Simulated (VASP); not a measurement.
# BP (F-43m) in VASP: a series of runs

The runs below take BP through vibrations by perturbation theory, with LDA.

Program: VASP 6.6.1. These are calculated values, not measurements. Logs are shortened: lines on timing, memory, paths and dates and some standing lists are left out, and cuts for length are marked.

## (1) The cell of the first run

Symmetry: F-43m, No. 216, cubic system. The conventional cell has a = 4.482 Å, b = 4.482 Å, c = 4.482 Å, α = 90.00°, β = 90.00°, γ = 90.00°. B (site symmetry -43m) has 4 P at 1.94 Å within 2.6 Å. P (site symmetry -43m) has 4 B at 1.94 Å within 2.6 Å.

## (2) Vibrations by perturbation theory, LDA

INCAR

```
SYSTEM = BP
PREC = Accurate
ENCUT = 520
EDIFF = 1E-8
ISMEAR = 0
SIGMA = 0.01
LREAL = .FALSE.
LASPH = .TRUE.
NELM = 100
ALGO = Normal
ISIF = 2
LWAVE = .FALSE.
LCHARG = .FALSE.
GGA = CA
IBRION = 8
NSW = 1
LEPSILON = .TRUE.
```

KPOINTS

```
Automatic mesh
0
G
  10 10 10
  0 0 0
```

POSCAR

```
BP
1.0
    0.0000000000      2.2410399643      2.2410399643
    2.2410399643      0.0000000000      2.2410399643
    2.2410399643      2.2410399643      0.0000000000
B P
1 1
Direct
    0.0000000000      0.0000000000      0.0000000000
    0.7500000000      0.7500000000      0.7500000000
```

Potentials or basis: VASP PAW LDA potentials, release 64 (B, P).

The run is started by

```
$ cat potpaw_LDA.64/B/POTCAR potpaw_LDA.64/P/POTCAR > POTCAR
$ mpirun -np 1 vasp_std > vasp.out
```

OUTCAR:

```text
SYSTEM = BP
   PREC = Accurate
   ENCUT = 520
   EDIFF = 1E-8
   ISMEAR = 0
   LREAL = .FALSE.
   LASPH = .TRUE.
   NELM = 100
   ISIF = 2
   GGA = CA
   IBRION = 8
   NSW = 1
   LEPSILON = .TRUE.

 ion  position               nearest neighbor table
   1  0.000  0.000  0.000-   2 1.94   2 1.94   2 1.94   2 1.94
   2  0.750  0.750  0.750-   1 1.94   1 1.94   1 1.94   1 1.94

  LATTYP: Found a face centered cubic cell.
 ALAT       =     4.4820799286

  Lattice vectors:

 A1 = (   0.0000000000,   2.2410399643,   2.2410399643)
 A2 = (   2.2410399643,   0.0000000000,   2.2410399643)
 A3 = (   2.2410399643,   2.2410399643,   0.0000000000)

Analysis of symmetry for initial positions (statically):
=====================================================================
 Subroutine PRICEL returns:
 Original cell was already a primitive cell.

 Routine SETGRP: Setting up the symmetry group for a
 face centered cubic supercell.

 Subroutine GETGRP returns: Found 24 space group operations
 (whereof 24 operations were pure point group operations)
 out of a pool of 48 trial point group operations.

The static configuration has the point symmetry T_d .

Analysis of symmetry for dynamics (positions and initial velocities):
=====================================================================
 Subroutine PRICEL returns:
 Original cell was already a primitive cell.

 Routine SETGRP: Setting up the symmetry group for a
 face centered cubic supercell.

 Subroutine GETGRP returns: Found 24 space group operations
 (whereof 24 operations were pure point group operations)
 out of a pool of 48 trial point group operations.

The dynamic configuration has the point symmetry T_d .

 Subroutine INISYM returns: Found 24 space group operations
 (whereof 24 operations are pure point group operations),
 and found     1 'primitive' translations

[... 496 lines left out ...]
     0.00000  7.78510  0.00716

 MACROSCOPIC STATIC DIELECTRIC TENSOR (including local field effects in DFT)
 ------------------------------------------------------
           9.276901    -0.000000    -0.000000
           0.000000     9.276901     0.000000
           0.000000    -0.000000     9.276901
 ------------------------------------------------------

 PIEZOELECTRIC TENSOR (including local field effects)  for field in x, y, z        (e  Angst)
          XX          YY          ZZ          XY          YZ          ZX
  --------------------------------------------------------------------------------
  x    -0.00000    -0.00000    -0.00000     0.00000    -0.24654     0.00000
  y    -0.00000    -0.00000     0.00000     0.00000     0.00000    -0.24654
  z     0.00000    -0.00000    -0.00000    -0.24654     0.00000     0.00000

 PIEZOELECTRIC TENSOR (including local field effects)  for field in x, y, z        (C/m^2)
          XX          YY          ZZ          XY          YZ          ZX
  --------------------------------------------------------------------------------
  x    -0.00000    -0.00000    -0.00000     0.00000    -0.17548     0.00000
  y    -0.00000    -0.00000     0.00000     0.00000     0.00000    -0.17548
  z     0.00000    -0.00000    -0.00000    -0.17548     0.00000     0.00000

 BORN EFFECTIVE CHARGES (including local field effects) (in |e|, cummulative output)
 ---------------------------------------------------------------------------------
 ion    1
    1    -0.63939     0.00000     0.00000
    2    -0.00000    -0.63939     0.00000
    3    -0.00000    -0.00000    -0.63939
 ion    2
    1     0.63939    -0.00000    -0.00000
    2     0.00000     0.63939    -0.00000
    3     0.00000     0.00000     0.63939

 INTERNAL STRAIN TENSOR FOR ION    2 for displacements in x,y,z  (eV/Angst):
          X           Y           Z          XY          YZ          ZX
  --------------------------------------------------------------------------------
  x     0.00000     0.00000     0.00000     0.00000     7.78510     0.00000
  y     0.00000     0.00000     0.00000     0.00000     0.00000     7.78510
  z     0.00000     0.00000     0.00000     7.78510     0.00000     0.00000

 SECOND DERIVATIVES (NOT SYMMETRIZED)
 ------------------------------------
               1X          1Y          1Z          2X          2Y          2Z
  1X   -19.997278    0.000000    0.000000   19.997278    0.000000    0.000000
  1Y     0.000000  -19.997278    0.000000    0.000000   19.997278    0.000000
  1Z     0.000000    0.000000  -19.997278    0.000000    0.000000   19.997278
  2X    19.994942    0.000000    0.000000  -19.994942    0.000000    0.000000
  2Y     0.000000   19.994942    0.000000    0.000000  -19.994942    0.000000
  2Z     0.000000    0.000000   19.994942    0.000000    0.000000  -19.994942

 Eigenvectors and eigenvalues of the dynamical matrix
 ----------------------------------------------------

   1 f  =   24.694954 THz   155.162975 2PiTHz  823.735013 cm-1   102.130079 meV
             X         Y         Z           dx          dy          dz
      0.000000  0.000000  0.000000    -0.860984    0.000000    0.000000
      3.361560  3.361560  3.361560     0.508632    0.000000    0.000000
[... 21 lines left out ...]
   6 f/i=    0.000632 THz     0.003969 2PiTHz    0.021070 cm-1     0.002612 meV
             X         Y         Z           dx          dy          dz
      0.000000  0.000000  0.000000     0.000000   -0.508632    0.000000
      3.361560  3.361560  3.361560     0.000000   -0.860984    0.000000

--------------------------------------------------------------------------------------------------------

 MACROSCOPIC STATIC DIELECTRIC TENSOR IONIC CONTRIBUTION
 ------------------------------------------------------
           0.164353     0.000000    -0.000000
           0.000000     0.164353     0.000000
          -0.000000     0.000000     0.164353
 ------------------------------------------------------

 ELASTIC MODULI CONTR FROM IONIC RELAXATION (kBar)
 Direction    XX          YY          ZZ          XY          YZ          ZX
 --------------------------------------------------------------------------------
 XX          -0.0000      0.0000      0.0000      0.0000     -0.0000      0.0000
 YY           0.0000     -0.0000      0.0000      0.0000      0.0000     -0.0000
 ZZ           0.0000      0.0000     -0.0000     -0.0000      0.0000      0.0000
 XY           0.0000      0.0000     -0.0000   -228.6077      0.0000      0.0000
 YZ          -0.0000      0.0000      0.0000      0.0000   -228.6077     -0.0000
 ZX           0.0000     -0.0000      0.0000      0.0000     -0.0000   -228.6077
 --------------------------------------------------------------------------------

 PIEZOELECTRIC TENSOR IONIC CONTR  for field in x, y, z        (C/m^2)
          XX          YY          ZZ          XY          YZ          ZX
  --------------------------------------------------------------------------------
  x     0.00000    -0.00000    -0.00000    -0.00000     0.18239     0.00000
  y    -0.00000     0.00000    -0.00000    -0.00000     0.00000     0.18239
  z    -0.00000    -0.00000     0.00000     0.18239    -0.00000     0.00000
```

stdout:

```text
POSCAR found type information on POSCAR B P
 POSCAR found :  2 types and       2 ions
 scaLAPACK will be used
 LDA part: xc-table for (Slater(with rela. corr.)+CA(PZ))
 , standard interpolation
 POSCAR, INCAR and KPOINTS ok, starting setup
 FFT: planning ... GRIDC
 FFT: planning ... GRID_SOFT
 FFT: planning ... GRID
[... 24 lines left out ...]
 Linear response to external field, progress :
  Direction:   3
 dielectric tensor                  component  3 :     1.614     2.090     9.277
 Linear response DOF=           2
 Linear response progress:
 first order change of Fermi-energy   0.10732E-03
 force on displaced ion       1 direction 1 : -19.997   0.000   0.000
 Born effective charge ion    1 direction 1 :  -0.650   0.000   0.000
 Linear response progress:
 first order change of Fermi-energy   0.11589E-03
 force on displaced ion       2 direction 1 : -19.995   0.000   0.000
 Born effective charge ion    2 direction 1 :   0.632   0.000   0.000
 Born effective charges drift removed
 Linear response finished
```

Wall time 51 s (1 thread of Intel Xeon 6975P-C (Granite Rapids), shared host); peak memory 0.19 GiB.

Results:

- Electronic dielectric tensor (diagonal): 9.28
- Born charges (mean of the diagonal): B -0.64; P +0.64 e
- Highest phonon frequency at Γ, LO-TO splitting left out: 824 cm⁻¹

Phonon frequencies in cm⁻¹ (negative: imaginary):
```
              q point        frequencies
(0.000, 0.000, 0.000)  0 0 0 824 824 824
```

Electronic dielectric tensor:
```
9.28 0.00 0.00
0.00 9.28 0.00
0.00 0.00 9.28
```

Born effective charge tensors (e):
atom 1, B
```
-0.64  0.00  0.00
 0.00 -0.64  0.00
 0.00  0.00 -0.64
```
atom 2, P
```
0.64 0.00 0.00
0.00 0.64 0.00
0.00 0.00 0.64
```

[end of part 1 of 2]
